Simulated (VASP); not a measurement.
The system is AlC.

```
Al C
1.0
     2.60000    0.00000    0.00000
    -1.30000    2.25167    0.00000
     0.00000    0.00000    9.20000
Al C
2 2
Direct
  0.33333 0.66667 0.35300
  0.66667 0.33333 0.64700
  0.33333 0.66667 0.00000
  0.66667 0.33333 0.00000
```

* Program: VASP 6.6.1
* Task: relaxation of cell and atoms
* Functional: PBE
* Potentials or basis: VASP PAW PBE potentials, release 64 (Al, C)
* Cutoff: 600 eV
* k mesh: 8 × 8 × 2
* Occupations: gaussian, width 0.2 eV
* Spin: no spin polarisation

At the start: pressure -5.6 GPa; volume 13.46 Å³/atom.

Question: Where does the relaxation end?

Answer: Over 14 steps the energy falls by 36.0 meV/atom and the volume is 14.92 Å³/atom (+10.8 %); space group P-3m1 (No. 164, to 0.05 Å).

Step by step:
```
step  energy change (eV)  largest force (eV/Å)  pressure (GPa)  volume (Å³)
   1              0.0000                0.4024           -5.61        53.86
   2              0.0200                0.3934            8.97        50.25
   3             -0.0506                0.4003            0.53        52.16
   4             -0.0642                0.3246            0.60        52.24
   5             -0.0873                0.1988            0.96        52.47
   6             -0.0884                0.2480            1.12        52.54
   7             -0.0993                0.0630            0.90        53.08
   8             -0.1092                0.4438            0.45        54.46
   9             -0.1177                0.3888            0.54        54.98
  10             -0.1343                0.2161            0.89        56.54
  11             -0.1384                0.1588            1.78        59.63
  12             -0.1406                0.0321            1.48        58.58
  13             -0.1428                0.0863           -0.96        60.33
  14             -0.1440                0.0660           -0.06        59.66
```

Final structure:
```
Al C
1.0
     2.55980    0.00000    0.00000
    -1.27990    2.21685    0.00000
     0.00000    0.00000   10.51374
Al C
2 2
Cartesian
  0.0000 1.4779 3.9776
  1.2799 0.7390 6.5361
  0.0000 1.4779 0.0024
  1.2799 0.7390 10.5114
```

Caveat: the relaxation stopped at a loose force limit of 0.08 eV/Å, so its end isn't a converged minimum.
